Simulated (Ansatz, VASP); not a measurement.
## Ge in VASP and in Ansatz

Contents of INCAR:

```
PREC = Accurate
ENCUT = 520
EDIFF = 1E-6
ISMEAR = -1
SIGMA = 0.1
LREAL = F
LASPH = T
NELM = 60
ALGO = Normal
ISIF = 2
LWAVE = F
LCHARG = F
GGA = CA
NBANDS = 13
```

File KPOINTS:

```
Automatic mesh
0
Gamma
  18 18 18
```

Contents of POSCAR:

```
Ge
1.0
   -1.3502755144      1.3502755144      1.3502755144
    1.3502755144     -1.3502755144      1.3502755144
    1.3502755144      1.3502755144     -1.3502755144
Ge
1
Direct
    0.0000000000      0.0000000000      0.0000000000
```

Input for Ansatz:

```yaml
crystal:
  lattice:
    - [-1.3502755144, 1.3502755144, 1.3502755144]
    - [1.3502755144, -1.3502755144, 1.3502755144]
    - [1.3502755144, 1.3502755144, -1.3502755144]
  atoms:
    - { symbol: Ge, position: [0.0, 0.0, 0.0] }
kpoints:
  mp_grid: { grid: [18, 18, 18] }
scf:
  occupations: { method: fermi_dirac, width: 0.1 }
hamiltonian:
  xc: lda
  pseudopotentials: { kind: paw }
output:
  forces: true
  stress: true
  eigenvalues: true
  populations: true
  write_density: true
  write_potential: true
  elf: true
  volumetric_format: npy
```

Change from the starting cell: volume scaled by 0.55, PAW files.

Alike in both runs: task single point; functional LDA; k mesh 18 × 18 × 18; occupations fermi-dirac, width 0.1 eV; no spin polarisation.

|  | VASP | Ansatz |
| --- | --- | --- |
| version | VASP 6.6.1 | Ansatz 0.2.0 |
| potentials or method | VASP PAW LDA potentials, release 64 (Ge_d) | PAW with Ansatz's default frozen-core files, scalar-relativistic |
| plane-wave cutoff (eV) | 520 | 420 |
| valence electrons in the cell | 14 | 14 |

|  | VASP | Ansatz | Ansatz less VASP |
| --- | --- | --- | --- |
| pressure (GPa) | 183.0 | 180.9 | -2.01 |

LDA's correlation is that of Perdew and Zunger in VASP and of Perdew and Wang (1992) in Ansatz. Both programs put the cell under a high pressure, so it lies far from rest at this level.

Noted on VASP's run: the cell as given lies far from equilibrium.
